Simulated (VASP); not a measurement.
# ZrB3Se2 (R-3m) in VASP: notebook

ZrB3Se2 is run at these levels: PBE; tasks: relaxation of cell and atoms, single point.

All numbers are computed with VASP 6.6.1; they aren't measurements. Logs are shortened: lines on timing, memory, paths and dates and some standing lists are left out, and cuts for length are marked.

## (1) The cell of the first run

Symmetry: R-3m, No. 166, trigonal system. Conventional cell: a = 6.511 Å, b = 6.511 Å, c = 8.660 Å, α = 90.00°, β = 90.00°, γ = 120.00°. Zr (site symmetry -3m) has 2 Se at 2.68 Å and 12 B at 3.26 to 3.44 Å within 3.5 Å. B (site symmetry 2/m) has 2 Se at 1.89 Å within 2.5 Å. Se (site symmetry 3m) has 3 B at 1.89 Å within 2.5 Å.

## (2) Relaxation of cell and atoms, PBE

INCAR reads:

```
SYSTEM = ZrB3Se2
PREC     = Accurate       ! precision mode
ENCUT    = 600            ! plane-wave cutoff, eV
EDIFF    = 1E-7           ! SCF threshold, eV
ISMEAR   = 0              ! smearing method
SIGMA    = 0.1            ! smearing width, eV
LREAL    = .False.        ! projectors in reciprocal space
LASPH    = .True.         ! aspherical terms in the spheres
NELM     = 100            ! most SCF steps
ALGO     = Normal         ! electronic algorithm
ISIF     = 3              ! what is computed and relaxed
LWAVE    = .False.        ! write WAVECAR
LCHARG   = .False.        ! write CHGCAR
GGA      = PE             ! functional
IBRION   = 2              ! ionic algorithm
NSW      = 90             ! ionic steps
EDIFFG   = -0.04          ! ionic threshold
```

KPOINTS reads:

```
regular mesh
0
Gamma
  6 6 6
  0 0 0
```

POSCAR reads:

```
ZrB3Se2
1.0
    3.2556263146      1.8796367291      2.8868155771
   -3.2556263146      1.8796367291      2.8868155771
    0.0000000000     -3.7592734582      2.8868155771
Zr B Se
1 3 2
Direct
    0.0000000000      0.0000000000      0.0000000000
    0.5000000000      0.5000000000      0.0000000000
    0.5000000000      0.0000000000      0.5000000000
    0.0000000000      0.5000000000      0.5000000000
    0.6908700806      0.6908700806      0.6908700806
    0.3091299194      0.3091299194      0.3091299194
```

Potentials or basis: VASP PAW PBE potentials, release 64 (Zr_sv, B, Se).

Command:

```console
$ cat potpaw_PBE.64/Zr_sv/POTCAR potpaw_PBE.64/B/POTCAR potpaw_PBE.64/Se/POTCAR > POTCAR
$ mpirun -np 1 vasp_std > vasp.out
```

OUTCAR:

```text
SYSTEM = ZrB3Se2
   PREC = Accurate
   ENCUT = 600
   EDIFF = 1E-7
   ISMEAR = 0
   LREAL = .False.
   LASPH = .True.
   NELM = 100
   ISIF = 3
   GGA = PE
   IBRION = 2
   NSW = 90
   EDIFFG = -0.04

 ion  position               nearest neighbor table
   1  0.000  0.000  0.000-   5 2.68   6 2.68
   2  0.500  0.500  0.000-   5 1.89   6 1.89
   3  0.500  0.000  0.500-   5 1.89   6 1.89
   4  0.000  0.500  0.500-   5 1.89   6 1.89
   5  0.691  0.691  0.691-   2 1.89   3 1.89   4 1.89   1 2.68
   6  0.309  0.309  0.309-   2 1.89   3 1.89   4 1.89   1 2.68

  LATTYP: Found a trigonal (rhomboedric) cell.
 ALAT       =     4.7398144594
 COS(alpha) =     0.0564250278

  Lattice vectors:

 A1 = (   3.2556263146,   1.8796367291,   2.8868155771)
 A2 = (  -3.2556263146,   1.8796367291,   2.8868155771)
 A3 = (   0.0000000000,  -3.7592734582,   2.8868155771)

Analysis of symmetry for initial positions (statically):
=====================================================================
 Subroutine PRICEL returns:
 Original cell was already a primitive cell.

 Routine SETGRP: Setting up the symmetry group for a
 trigonal (rhombohedral) supercell.

 Subroutine GETGRP returns: Found 12 space group operations
 (whereof 12 operations were pure point group operations)
 out of a pool of 12 trial point group operations.

The static configuration has the point symmetry D_3d.

Analysis of symmetry for dynamics (positions and initial velocities):
=====================================================================
 Subroutine PRICEL returns:
 Original cell was already a primitive cell.

 Routine SETGRP: Setting up the symmetry group for a
 trigonal (rhombohedral) supercell.

 Subroutine GETGRP returns: Found 12 space group operations
 (whereof 12 operations were pure point group operations)
 out of a pool of 12 trial point group operations.

The dynamic configuration has the point symmetry D_3d.

 Subroutine INISYM returns: Found 12 space group operations
 (whereof 12 operations are pure point group operations),
 and found     1 'primitive' translations

[... 165 lines left out ...]
 -----------------------------------------------------------------------------
  energy-cutoff  :      600.00
  volume of cell :      105.99
      direct lattice vectors                 reciprocal lattice vectors
     3.255626315  1.879636729  2.886815577     0.153580280  0.088669616  0.115467485
    -3.255626315  1.879636729  2.886815577    -0.153580280  0.088669616  0.115467485
     0.000000000 -3.759273458  2.886815577     0.000000000 -0.177339232  0.115467485

 POSITION                                       TOTAL-FORCE (eV/Angst)
 -----------------------------------------------------------------------------------
      0.00000      0.00000      0.00000         0.000000      0.000000      0.000000
      0.00000      1.87964      2.88682         0.000000      0.000000      0.000000
      1.62781     -0.93982      2.88682         0.000000      0.000000      0.000000
     -1.62781     -0.93982      2.88682         0.000000      0.000000      0.000000
      0.00000      0.00000      5.98324         0.000000     -0.000000     -0.123770
      0.00000      0.00000      2.67720         0.000000      0.000000      0.123770
 -----------------------------------------------------------------------------------
    total drift:                               -0.000000     -0.000000      0.000000

  FREE ENERGIE OF THE ION-ELECTRON SYSTEM (eV)
  ---------------------------------------------------
  free  energy   TOTEN  =       -26.5373894482 eV

  energy  without entropy=      -26.5166631572  energy(sigma->0) =      -26.52702630

--------------------------------------- Ionic step        2  -------------------------------------------

 number of electron      33.0000000 magnetization

 Free energy of the ion-electron system (eV)
  ---------------------------------------------------
  ext. energy  EPLUGINS =         0.00000000
  ---------------------------------------------------
  free energy    TOTEN  =       -26.53865323 eV

  energy without entropy =      -26.51823938  energy(sigma->0) =      -26.52844630

 E-fermi :   5.3208     XC(G=0):  -9.9396

 val. band max:        5.3192079213   @ k =   0.0000   0.0000   0.0000
 cond. band min:       5.3337758319   @ k =   0.1667   0.0000  -0.0000
 fundamental gap:      0.0145679106
 Fermi energy:         5.3207894879

 k-point     1 :       0.0000    0.0000    0.0000
  band No.  band energies     occupation
      1     -44.7690      2.00000
      2     -22.8540      2.00000
      3     -22.6939      2.00000
      4     -22.6939      2.00000
      5     -11.5153      2.00000
      6     -10.4044      2.00000
[... 541 lines left out ...]
     19       6.4823      0.00000
     20       7.1122      0.00000

 [... further k-points ...]

------------------------ aborting loop because EDIFF is reached ----------------------------------------

  FORCE on cell =-STRESS in cart. coord.  units (eV):
  Direction    XX          YY          ZZ          XY          YZ          ZX
  --------------------------------------------------------------------------------------
  -------------------------------------------------------------------------------------
  Total       -0.0298871     -0.0298871     -0.1382639      0.0000000     -0.0000000      0.0000000
  in kB       -0.4501307     -0.4501307     -2.0823971      0.0000000     -0.0000000      0.0000000
  external PRESSURE =      -0.9942195 kB  Pullay stress =       0.0000000 kB

 VOLUME and BASIS-vectors are now :
 -----------------------------------------------------------------------------
  energy-cutoff  :      600.00
  volume of cell :      106.38
      direct lattice vectors                 reciprocal lattice vectors
     3.256939224  1.880394737  2.894982908     0.153518370  0.088633872  0.115141728
    -3.256939224  1.880394737  2.894982908    -0.153518370  0.088633872  0.115141728
     0.000000000 -3.760789475  2.894982908     0.000000000 -0.177267744  0.115141728

 POSITION                                       TOTAL-FORCE (eV/Angst)
 -----------------------------------------------------------------------------------
      0.00000      0.00000      0.00000         0.000000      0.000000     -0.000000
      0.00000      1.88039      2.89498         0.000000      0.000000     -0.000000
      1.62847     -0.94020      2.89498        -0.000000      0.000000     -0.000000
     -1.62847     -0.94020      2.89498        -0.000000      0.000000     -0.000000
      0.00000      0.00000      5.99418         0.000000     -0.000000     -0.038764
      0.00000      0.00000      2.69077         0.000000      0.000000      0.038764
 -----------------------------------------------------------------------------------
    total drift:                               -0.000000     -0.000000      0.000000

  FREE ENERGIE OF THE ION-ELECTRON SYSTEM (eV)
  ---------------------------------------------------
  free  energy   TOTEN  =       -26.5386532303 eV

  energy  without entropy=      -26.5182393774  energy(sigma->0) =      -26.52844630

 reached required accuracy - stopping structural energy minimisation
```

CONTCAR:

```text
ZrB3Se2
   1.00000000000000
     3.2569392235597472    1.8803947374413130    2.8949829084726342
    -3.2569392235597472    1.8803947374413130    2.8949829084726342
     0.0000000000000000   -3.7607894748826260    2.8949829084726342
  Zr              B               Se
     1     3     2
Direct
     0.0000000000000000    0.0000000000000000    0.0000000000000000
     0.5000000000000000    0.5000000000000000    0.0000000000000000
     0.5000000000000000    0.0000000000000000    0.5000000000000000
     0.0000000000000000    0.5000000000000000    0.5000000000000000
     0.6901806252933510    0.6901806252933510    0.6901806252933510
     0.3098193747066490    0.3098193747066490    0.3098193747066490

  0.00000000E+00  0.00000000E+00  0.00000000E+00
  0.00000000E+00  0.00000000E+00  0.00000000E+00
  0.00000000E+00  0.00000000E+00  0.00000000E+00
  0.00000000E+00  0.00000000E+00  0.00000000E+00
  0.00000000E+00  0.00000000E+00  0.00000000E+00
  0.00000000E+00  0.00000000E+00  0.00000000E+00
```

Wall time 68 s (1 thread of Intel Xeon 6975P-C (Granite Rapids), shared host); peak memory 0.3 GiB.

What came out:

```
Free energy                           : -26.5387 eV
Relaxed volume                        : 17.73 Å³/atom
Relaxed cell                          : a = 4.746 Å, b = 4.746 Å, c = 4.746 Å, α = 86.67°, β = 86.67°, γ = 86.67°
Space group after relaxing (to 0.1 Å) : R-3m (No. 166)
Energy gained by relaxing             : 0.2 meV/atom
Ionic steps                           : 2
Pressure after relaxing               : -0.1 GPa
Largest force after relaxing          : 0.039 eV/Å
Band gap on the k mesh                : zero (an odd number of electrons rules out a gap without spin polarisation)
```

Forces on the atoms (eV/Å):
```
Zr   0.000  0.000  0.000
B    0.000  0.000  0.000
B    0.000  0.000  0.000
B    0.000  0.000  0.000
Se   0.000  0.000 -0.039
Se   0.000  0.000  0.039
```

Stress tensor (GPa, compression positive):
```
-0.05  0.00  0.00
 0.00 -0.05  0.00
 0.00  0.00 -0.21
```

The path:
| step | energy change (eV) | largest force (eV/Å) | pressure (GPa) | volume (Å³) |
| --- | --- | --- | --- | --- |
| 1 | 0.0000 | 0.1238 | 0.23 | 105.99 |
| 2 | -0.0013 | 0.0388 | -0.10 | 106.38 |

Final structure:
```cif
data_structure
_symmetry_space_group_name_H-M 'P 1'
_symmetry_Int_Tables_number 1
_cell_length_a 4.7460
_cell_length_b 4.7460
_cell_length_c 4.7460
_cell_angle_alpha 86.668
_cell_angle_beta 86.668
_cell_angle_gamma 86.668
_cell_volume 106.38
loop_
_atom_site_label
_atom_site_type_symbol
_atom_site_fract_x
_atom_site_fract_y
_atom_site_fract_z
_atom_site_occupancy
Zr1 Zr 0.00000 0.00000 0.00000 1
B1 B 0.50000 0.50000 0.00000 1
B2 B 0.50000 0.00000 0.50000 1
B3 B 0.00000 0.50000 0.50000 1
Se1 Se 0.69018 0.69018 0.69018 1
Se2 Se 0.30982 0.30982 0.30982 1
```

Caveat: an odd number of electrons without spin polarisation forces a metal; a magnetic or distorted state may lie lower.

## (3) Single point, PBE

This run uses another cell than the first one, of 17.53 Å³/atom.

INCAR reads:

```
SYSTEM = ZrB3Se2
  ALGO = Normal
  EDIFF = 1E-6
  ENCUT = 520
  GGA = PE
  ISIF = 2
  ISMEAR = 0
  LASPH = .True.
  LCHARG = .False.
  LREAL = .False.
  LWAVE = .False.
  NBANDS = 26
  NELM = 100
  PREC = Accurate
  SIGMA = 0.1
```

KPOINTS reads:

```
k-points
0
Gamma
  12 12 12
  0 0 0
```

POSCAR reads:

```
ZrB3Se2
1.0
    3.2797867413      1.8935857579      2.8227377207
   -3.2797867413      1.8935857579      2.8227377207
    0.0000000000     -3.7871715159      2.8227377207
Zr B Se
1 3 2
Direct
    0.0000000000      0.0000000000      0.0000000000
    0.5000000000      0.5000000000      0.0000000000
    0.5000000000      0.0000000000      0.5000000000
    0.0000000000      0.5000000000      0.5000000000
    0.6823658603      0.6823658603      0.6823658603
    0.3176341397      0.3176341397      0.3176341397
```

Potentials or basis: VASP PAW PBE potentials, release 64 (Zr_sv, B, Se).

Command:

```console
$ cat potpaw_PBE.64/Zr_sv/POTCAR potpaw_PBE.64/B/POTCAR potpaw_PBE.64/Se/POTCAR > POTCAR
$ mpirun -np 1 vasp_std > vasp.out
```

Run time: 3.6 min. Hardware: 1 thread of Intel Xeon 6975P-C (Granite Rapids), shared host; peak memory 0.57 GiB.

Results (log left out):

* Free energy: -26.5522 eV
* Pressure: 0.2 GPa
* Band gap on the k mesh: zero (an odd number of electrons rules out a gap without spin polarisation)

Forces in eV/Å, atoms in the order of the input:
```
Zr   0.000  0.000  0.000
B    0.000  0.000  0.000
B    0.000  0.000  0.000
B    0.000  0.000  0.000
Se   0.000  0.000  0.003
Se   0.000  0.000 -0.003
```

Stress tensor (GPa, compression positive):
```
0.25 0.00 0.00
0.00 0.25 0.00
0.00 0.00 0.05
```

Levels at points of the mesh, in eV from the Fermi level:
| k point | band 14 | band 15 | band 16 | band 17 | band 18 | band 19 | band 20 | band 21 |
| --- | --- | --- | --- | --- | --- | --- | --- | --- |
| (0.00, 0.00, 0.00) | -1.94 | -1.94 | 0.07 | 0.07 | 0.64 | 0.64 | 0.73 | 0.73 |
| (0.50, 0.00, 0.00) | -1.48 | -1.23 | -1.05 | -0.07 | 0.08 | 0.75 | 1.64 | 1.97 |
| (0.50, 0.50, 0.00) | -0.86 | -0.53 | -0.42 | -0.15 | 0.51 | 0.76 | 1.81 | 2.19 |
| (0.50, 0.50, 0.50) | -1.44 | -0.20 | 0.95 | 0.95 | 1.11 | 1.11 | 1.63 | 1.63 |

Caveat: an odd number of electrons without spin polarisation forces a metal; a magnetic or distorted state may lie lower.
